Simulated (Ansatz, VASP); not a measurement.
**One calculation of AlN, two programs**

```
Al N
1.0
     3.20433    0.00000    0.00000
    -1.60217    2.77503    0.00000
     0.00000    0.00000    5.12734
Al N
2 2
Direct
  0.33333 0.66667 0.00000
  0.66667 0.33333 0.50000
  0.33333 0.66667 0.38500
  0.66667 0.33333 0.88500
```

Change from the starting cell: strain +0.030 along x and y, +0.030 along z, atoms carried along.

Alike in both runs: task single point; functional PBEsol; k mesh 9 × 9 × 6; occupations gaussian, width 0.05 eV; no spin polarisation.

|  | VASP | Ansatz |
| --- | --- | --- |
| version | VASP 6.6.1 | Ansatz 0.2.0 |
| potentials or method | VASP PAW PBE potentials, release 64 (Al, N), cutoff 520 eV | scalar-relativistic, plane waves, PAW |
| valence electrons in the cell | 16 | 16 |

|  | VASP | Ansatz | Ansatz less VASP |
| --- | --- | --- | --- |
| gap on the k mesh at the Fermi level (eV) | 3.34 | 3.32 | -0.013 |
| least direct gap on the mesh (eV) | 3.34 | 3.32 | -0.013 |
| pressure (GPa) | -14.7 | -14.6 | +0.10 |
| rms of the force components (eV/Å) | 0.099 | 0.099 | -0.0003 |

VASP's potentials were made for PBE, not for PBEsol. Atom by atom the forces differ by 0.000 eV/Å (rms over components).
